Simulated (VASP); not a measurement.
# AlP (F-43m) in VASP: further runs

AlP is run at these levels: PBE; tasks: single point.

Everything below comes from runs of VASP 6.6.1. Logs are shortened: lines on timing, memory, paths and dates and some standing lists are left out, and cuts for length are marked.

### 1 The cell of the first run

Symmetry: F-43m, No. 216, cubic system. The conventional cell has a = 5.386 Å, b = 5.386 Å, c = 5.386 Å, α = 90.00°, β = 90.00°, γ = 90.00°. Al (site symmetry -43m) has 4 P at 2.33 Å within 3.1 Å. P (site symmetry -43m) has 4 Al at 2.33 Å within 3.1 Å.

### 2 Single point, PBE (volume changed by -5%)

File INCAR:

```
SYSTEM = AlP
ALGO = Normal
EDIFF = 1E-6
ENCUT = 500
GGA = PE
GGA_COMPAT = .False.
ISIF = 2
ISMEAR = 0
LASPH = .True.
LCHARG = .False.
LREAL = .False.
LWAVE = .False.
NBANDS = 11
NELM = 120
PREC = Accurate
SIGMA = 0.01
```

File KPOINTS:

```
k-points
0
Gamma
  6 6 6
  0 0 0
```

File POSCAR:

```
AlP
1.0
    0.0000000000      2.6928200825      2.6928200825
    2.6928200825      0.0000000000      2.6928200825
    2.6928200825      2.6928200825      0.0000000000
Al P
1 1
Direct
    0.0000000000      0.0000000000      0.0000000000
    0.2500000000      0.2500000000      0.2500000000
```

Potentials or basis: VASP PAW PBE potentials, release 64 (Al, P).

Command:

```
$ cat potpaw_PBE.64/Al/POTCAR potpaw_PBE.64/P/POTCAR > POTCAR
$ mpirun -np 1 vasp_std > vasp.out
```

OUTCAR:

```text
SYSTEM = AlP
   EDIFF = 1E-6
   ENCUT = 500
   GGA = PE
   ISIF = 2
   ISMEAR = 0
   LASPH = .True.
   LREAL = .False.
   NELM = 120
   PREC = Accurate

 ion  position               nearest neighbor table
   1  0.000  0.000  0.000-   2 2.33   2 2.33   2 2.33   2 2.33
   2  0.250  0.250  0.250-   1 2.33   1 2.33   1 2.33   1 2.33

  LATTYP: Found a face centered cubic cell.
 ALAT       =     5.3856401650

  Lattice vectors:

 A1 = (   0.0000000000,   2.6928200825,   2.6928200825)
 A2 = (   2.6928200825,   0.0000000000,   2.6928200825)
 A3 = (   2.6928200825,   2.6928200825,   0.0000000000)

Analysis of symmetry for initial positions (statically):
=====================================================================
 Subroutine PRICEL returns:
 Original cell was already a primitive cell.

 Routine SETGRP: Setting up the symmetry group for a
 face centered cubic supercell.

 Subroutine GETGRP returns: Found 24 space group operations
 (whereof 24 operations were pure point group operations)
 out of a pool of 48 trial point group operations.

The static configuration has the point symmetry T_d .

Analysis of symmetry for dynamics (positions and initial velocities):
=====================================================================
 Subroutine PRICEL returns:
 Original cell was already a primitive cell.

 Routine SETGRP: Setting up the symmetry group for a
 face centered cubic supercell.

 Subroutine GETGRP returns: Found 24 space group operations
 (whereof 24 operations were pure point group operations)
 out of a pool of 48 trial point group operations.

The dynamic configuration has the point symmetry T_d .

 Subroutine INISYM returns: Found 24 space group operations
 (whereof 24 operations are pure point group operations),
 and found     1 'primitive' translations

----------------------------------------------------------------------------------------

                                     Primitive cell

  volume of cell :      39.0528

  direct lattice vectors                    reciprocal lattice vectors
     0.000000000  2.692820082  2.692820082    -0.185678948  0.185678948  0.185678948
     2.692820082  0.000000000  2.692820082     0.185678948 -0.185678948  0.185678948
     2.692820082  2.692820082  0.000000000     0.185678948  0.185678948 -0.185678948

  length of vectors
     3.808222682  3.808222682  3.808222682     0.321605372  0.321605372  0.321605372

  position of ions in fractional coordinates (direct lattice)
     0.000000000  0.000000000  0.000000000
     0.250000000  0.250000000  0.250000000

  ion indices of the primitive-cell ions
   primitive index   ion index
                 1           1
                 2           2

----------------------------------------------------------------------------------------

 KPOINTS: k-points

Automatic generation of k-mesh.
 Grid dimensions read from file:
 generate k-points for:    6    6    6

 Generating k-lattice:

  Cartesian coordinates                     Fractional coordinates (reciprocal lattice)
    -0.030946491  0.030946491  0.030946491     0.166666667  0.000000000  0.000000000
     0.030946491 -0.030946491  0.030946491     0.000000000  0.166666667  0.000000000
     0.030946491  0.030946491 -0.030946491     0.000000000  0.000000000  0.166666667

  Length of vectors
     0.053600895  0.053600895  0.053600895

  Shift w.r.t. Gamma in fractional coordinates (k-lattice)
     0.000000000  0.000000000  0.000000000

 Subroutine IBZKPT returns following result:
 ===========================================

 Found     16 irreducible k-points:

 Following reciprocal coordinates:
            Coordinates               Weight
  0.000000  0.000000  0.000000      1.000000
  0.166667  0.000000  0.000000      8.000000
  0.333333  0.000000  0.000000      8.000000
  0.500000  0.000000  0.000000      4.000000
  0.166667  0.166667  0.000000      6.000000
  0.333333  0.166667  0.000000     24.000000
[... 8 lines left out ...]
 -0.333333  0.333333  0.166667     24.000000
 -0.333333  0.500000  0.166667     12.000000
   k-points           NKPTS =     16   k-points in BZ     NKDIM =     16   number of bands    NBANDS=     11
   number of dos      NEDOS =    301   number of ions     NIONS =      2
   total plane-waves  NPLWV =  21952
   dimension x,y,z NGX =    28 NGY =   28 NGZ =   28
   dimension x,y,z NGXF=    56 NGYF=   56 NGZF=   56
   ions per type =               1   1
   NGX,Y,Z   is equivalent  to a cutoff of  12.22, 12.22, 12.22 a.u.
   NGXF,Y,Z  is equivalent  to a cutoff of  24.45, 24.45, 24.45 a.u.
 SYSTEM =  AlP
   PREC   = accura    normal or accurate (medium, high low for compatibility)
   ISTART =      0    job   : 0-new  1-cont  2-samecut
   ICHARG =      2    charge: 1-file 2-atom 10-const
   ISPIN  =      1    spin polarized calculation?
   LNONCOLLINEAR =      F non collinear calculations
   LSORBIT =      F    spin-orbit coupling
   LASPH  =      T    aspherical Exc in radial PAW
   ENCUT  =  500.0 eV  36.75 Ry    6.06 a.u.   6.94  6.94  6.94*2*pi/ulx,y,z
   NELM   =    120;   NELMIN=  2; NELMDL= -5     # of ELM steps
   EDIFF  = 0.1E-05   stopping-criterion for ELM
   LREAL  =      F    real-space projection
   EDIFFG = 0.1E-04   stopping-criterion for IOM
   NSW    =      0    number of steps for IOM
   IBRION =     -1    ionic relax: 0-MD 1-quasi-New 2-CG
   NFREE  =      0    steps in history (QN), initial steepest desc. (CG)
   ISIF   =      2    stress and relaxation
   ISYM   =      2    0-nonsym 1-usesym 2-fastsym
   POTIM  = 0.5000    time-step for ionic-motion
   TEBEG  =    0.0;   TEEND  =   0.0 temperature during run
   PSTRESS=    0.0 pullay stress
   NELECT =       8.0000    total number of electrons
   NUPDOWN=      -1.0000    fix difference up-down
   EMIN   =  10.00;   EMAX   =-10.00  energy-range for DOS
   EFERMI =   0.00;   METHOD = LEGACY
   ISMEAR =     0;   SIGMA  =   0.01  broadening in eV -4-tet -1-fermi 0-gaus
   EFERMI_NEDOS =   21; number of points for ismear=-14 and -15
   IALGO  =     38    algorithm
   IMIX   =      4    mixing-type and parameters
     AMIX     =   0.40;   BMIX     =  1.00
     AMIX_MAG =   1.60;   BMIX_MAG =  1.00
  volume/ion in A,a.u.               =      19.53       131.77
  Fermi-wavevector in a.u.,A,eV,Ry     =   0.965060  1.823698 12.671652  0.931340
  Thomas-Fermi vector in A             =   2.094744
   LORBIT       =      0    0 simple, 1 ext, 2 COOP (PROOUT), +10 PAW based schemes
   GGA     = PE    functional components
   LHFCALC =     F    Hartree Fock is set to
   AEXX    =    0.0000 exact exchange contribution
   IVDW    =     0    specifies the selected vdW correction
   LEPSILON=     F    determine dielectric tensor
   LRPA    =     F    only Hartree local field effects (RPA)
 non-spin polarized calculation
 Gauss-broadening in eV      SIGMA  =   0.01
  energy-cutoff  :      500.00
  volume of cell :       39.05
 maximum number of plane-waves:      1002
   NGX = 13   NGY = 13   NGZ = 13

 number of electron       7.9999999 magnetization

 Free energy of the ion-electron system (eV)
  ---------------------------------------------------
  ext. energy  EPLUGINS =         0.00000000
  ---------------------------------------------------
  free energy    TOTEN  =       -10.31898032 eV

  energy without entropy =      -10.31898032  energy(sigma->0) =      -10.31898032

 E-fermi :   5.0177     XC(G=0):  -9.3678

 val. band max:        4.9692742300   @ k =   0.0000   0.0000   0.0000
 cond. band min:       6.4607084830   @ k =   0.5000   0.5000   0.0000
 fundamental gap:      1.4914342530
 Fermi energy:         5.0177265762

 k-point     1 :       0.0000    0.0000    0.0000
  band No.  band energies     occupation
      1      -6.7780      2.00000
      2       4.9693      2.00000
      3       4.9693      2.00000
      4       4.9693      2.00000
      5       8.6302      0.00000
      6       9.5848      0.00000
      7       9.5848      0.00000
      8       9.5848      0.00000
      9      13.8472      0.00000
     10      13.8472      0.00000
     11      15.5515      0.00000

 k-point     2 :       0.1667    0.0000    0.0000
  band No.  band energies     occupation
      1      -6.4602      2.00000
      2       3.0657      2.00000
      3       4.7176      2.00000
      4       4.7176      2.00000
      5       8.7870      0.00000
      6      10.0340      0.00000
      7      10.0340      0.00000
      8      10.8717      0.00000
      9      13.1890      0.00000
     10      13.1890      0.00000
     11      16.0160      0.00000

 k-point     3 :       0.3333    0.0000    0.0000
  band No.  band energies     occupation
      1      -5.6262      2.00000
      2       0.5081      2.00000
      3       4.3349      2.00000
      4       4.3349      2.00000
      5       8.1790      0.00000
      6      10.0475      0.00000
      7      10.0475      0.00000
      8      13.1215      0.00000
      9      14.1870      0.00000
     10      14.1870      0.00000
     11      15.5458      0.00000

 k-point     4 :       0.5000    0.0000    0.0000
  band No.  band energies     occupation
      1      -4.9947      2.00000
      2      -0.7472      2.00000
      3       4.1815      2.00000
      4       4.1815      2.00000
      5       7.9373      0.00000
      6       9.7946      0.00000
      7       9.7946      0.00000
      8      13.3526      0.00000
      9      16.6311      0.00000
     10      16.6311      0.00000
     11      17.1835      0.00000
[... 127 lines left out ...]
 k-point    14 :       0.5000    0.3333    0.1667
  band No.  band energies     occupation
      1      -4.9621      2.00000
      2       0.4521      2.00000
      3       2.1771      2.00000
      4       3.3075      2.00000
      5       8.8376      0.00000
      6       9.8684      0.00000
      7      10.5979      0.00000
      8      13.3712      0.00000
      9      14.5312      0.00000
     10      16.7333      0.00000
     11      18.6715      0.00000

 k-point    15 :      -0.3333    0.3333    0.1667
  band No.  band energies     occupation
      1      -4.4632      2.00000
      2      -0.1540      2.00000
      3       1.7083      2.00000
      4       2.8937      2.00000
      5       9.0277      0.00000
      6      10.0375      0.00000
      7      12.0159      0.00000
      8      12.7369      0.00000
      9      14.0862      0.00000
     10      17.1652      0.00000
     11      18.1980      0.00000

 k-point    16 :      -0.3333    0.5000    0.1667
  band No.  band energies     occupation
      1      -4.2462      2.00000
      2      -0.1938      2.00000
      3       1.9243      2.00000
      4       2.1745      2.00000
      5       8.2694      0.00000
      6       9.3361      0.00000
      7      12.7895      0.00000
      8      13.1512      0.00000
      9      16.5515      0.00000
     10      17.1515      0.00000
     11      18.5879      0.00000

------------------------ aborting loop because EDIFF is reached ----------------------------------------

  FORCE on cell =-STRESS in cart. coord.  units (eV):
  Direction    XX          YY          ZZ          XY          YZ          ZX
  --------------------------------------------------------------------------------------
  -------------------------------------------------------------------------------------
  Total        1.5426072      1.5426072      1.5426072      0.0000000      0.0000000     -0.0000000
  in kB       63.2869142     63.2869142     63.2869142      0.0000000      0.0000000     -0.0000000
  external PRESSURE =      63.2869142 kB  Pullay stress =       0.0000000 kB

 VOLUME and BASIS-vectors are now :
 -----------------------------------------------------------------------------
  energy-cutoff  :      500.00
  volume of cell :       39.05
      direct lattice vectors                 reciprocal lattice vectors
     0.000000000  2.692820082  2.692820082    -0.185678948  0.185678948  0.185678948
     2.692820082  0.000000000  2.692820082     0.185678948 -0.185678948  0.185678948
     2.692820082  2.692820082  0.000000000     0.185678948  0.185678948 -0.185678948

 POSITION                                       TOTAL-FORCE (eV/Angst)
 -----------------------------------------------------------------------------------
      0.00000      0.00000      0.00000         0.000000      0.000000      0.000000
      1.34641      1.34641      1.34641        -0.000000     -0.000000     -0.000000
 -----------------------------------------------------------------------------------
    total drift:                                0.000000      0.000000      0.000000

  FREE ENERGIE OF THE ION-ELECTRON SYSTEM (eV)
  ---------------------------------------------------
  free  energy   TOTEN  =       -10.3189803198 eV

  energy  without entropy=      -10.3189803198  energy(sigma->0) =      -10.31898032
```

It took 9.6 s on 1 thread of Intel Xeon Platinum 8259CL at 2.50GHz (Skylake/Cascade Lake), shared host; peak memory 0.14 GiB.

What came out:

| Item | Value |
| --- | --- |
| Free energy | -10.3190 eV |
| Pressure | 6.3 GPa |
| Band gap on the k mesh | 1.49 eV, indirect (least direct gap 3.66 eV) |

 A k mesh can miss the band edges.

### 3 Single point, PBE (volume changed by -10%)

File INCAR:

```
PREC = Accurate
ENCUT = 500
EDIFF = 1E-6
ISMEAR = 0
SIGMA = 0.01
LREAL = False
LASPH = True
NELM = 120
ALGO = Normal
ISIF = 2
LWAVE = False
LCHARG = True
GGA = PE
LELF = True
LVHAR = True
NBANDS = 11
GGA_COMPAT = False
```

File KPOINTS:

```
regular mesh
0
Gamma
  6 6 6
```

File POSCAR:

```
AlP
1.0
    0.0000000000      2.6447236910      2.6447236910
    2.6447236910      0.0000000000      2.6447236910
    2.6447236910      2.6447236910      0.0000000000
Al P
1 1
Direct
    0.0000000000      0.0000000000      0.0000000000
    0.2500000000      0.2500000000      0.2500000000
```

Potentials or basis: VASP PAW PBE potentials, release 64 (Al, P).

Command:

```
$ cat potpaw_PBE.64/Al/POTCAR potpaw_PBE.64/P/POTCAR > POTCAR
$ mpirun -np 1 vasp_std > vasp.out
```

Wall time 10 s (1 thread of Intel Xeon Platinum 8259CL at 2.50GHz (Skylake/Cascade Lake), shared host); peak memory 0.14 GiB.

The run converged. Its results:

| Property | Result |
| --- | --- |
| Free energy | -10.1978 eV |
| Pressure | 12.8 GPa |
| Band gap on the k mesh | 1.37 eV, indirect (least direct gap 3.67 eV) |

Levels at points of the mesh, in eV from the valence-band top:
| k point | band 1 | band 2 | band 3 | band 4 | band 5 | band 6 | band 7 | band 8 | band 9 |
| --- | --- | --- | --- | --- | --- | --- | --- | --- | --- |
| (0.00, 0.00, 0.00) | -12.08 | 0.00 | 0.00 | 0.00 | 4.14 | 4.69 | 4.69 | 4.69 | 8.93 |
| (0.50, 0.00, 0.00) | -10.15 | -5.98 | -0.82 | -0.82 | 3.17 | 4.83 | 4.83 | 8.52 | 11.83 |
| (0.50, 0.50, 0.00) | -9.39 | -5.65 | -2.31 | -2.31 | 1.37 | 2.42 | 11.89 | 11.89 | 12.49 |

(Part 1 of 2 ends here.)
